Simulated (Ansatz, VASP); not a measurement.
# One calculation of RbBr3, two programs

INCAR

```
SYSTEM = RbBr3
  PREC = Accurate
  ENCUT = 500
  EDIFF = 1E-6
  ISMEAR = 0
  SIGMA = 0.1
  LREAL = .False.
  LASPH = .True.
  NELM = 120
  ALGO = Normal
  ISIF = 2
  LWAVE = .False.
  LCHARG = .True.
  GGA = PE
  LELF = .True.
  LVHAR = .True.
  NBANDS = 23
  GGA_COMPAT = .False.
```

KPOINTS

```
regular mesh
0
Gamma
  14 14 14
  0 0 0
```

The input POSCAR:

```
RbBr3
1.0
   -2.2585671000      2.2585671000      6.4370042300
    2.2585671000     -2.2585671000      6.4370042300
    2.2585671000      2.2585671000     -6.4370042300
Rb Br
1 3
Direct
    0.0000000000      0.0000000000      0.0000000000
    0.7500000000      0.2500000000      0.5000000000
    0.2500000000      0.7500000000      0.5000000000
    0.5000000000      0.5000000000      0.0000000000
```

Input for Ansatz:

```yaml
crystal:
  lattice:
    - [-2.2585671, 2.2585671, 6.43700423]
    - [2.2585671, -2.2585671, 6.43700423]
    - [2.2585671, 2.2585671, -6.43700423]
  atoms:
    - { symbol: Rb, position: [0.0, 0.0, 0.0] }
    - { symbol: Br, position: [0.75, 0.25, 0.5] }
    - { symbol: Br, position: [0.25, 0.75, 0.5] }
    - { symbol: Br, position: [0.5, 0.5, 0.0] }
basis:
  ecutwfc: 420
kpoints:
  mp_grid: { grid: [14, 14, 14] }
hamiltonian:
  xc: pbe
scf:
  occupations: { method: gaussian, width: 0.1 }
output:
  forces: true
  stress: true
  eigenvalues: true
  populations: true
```

Alike in both runs: task single point; functional PBE; k mesh 14 × 14 × 14; occupations gaussian, width 0.1 eV; no spin polarisation.

```csv
,VASP,Ansatz
version,VASP 6.6.1,Ansatz 0.2.0
potentials or method,"VASP PAW PBE potentials, release 64 (Rb_sv, Br), cutoff 500 eV","scalar-relativistic, plane waves, PAW"
valence electrons in the cell,30,30
```

|  | VASP | Ansatz | Ansatz less VASP |
| --- | --- | --- | --- |
| gap on the k mesh at the Fermi level (eV) | none | none | - |
| pressure (GPa) | 0.7 | 0.7 | -0.03 |
| traceless stress, the component that is largest in VASP (GPa) | 0.36 | 0.39 | +0.026 |

A gap of «none» marks a metal or a gap that the smearing closes. With one functional, cell and mesh, what is left measures potentials, basis and numerics.
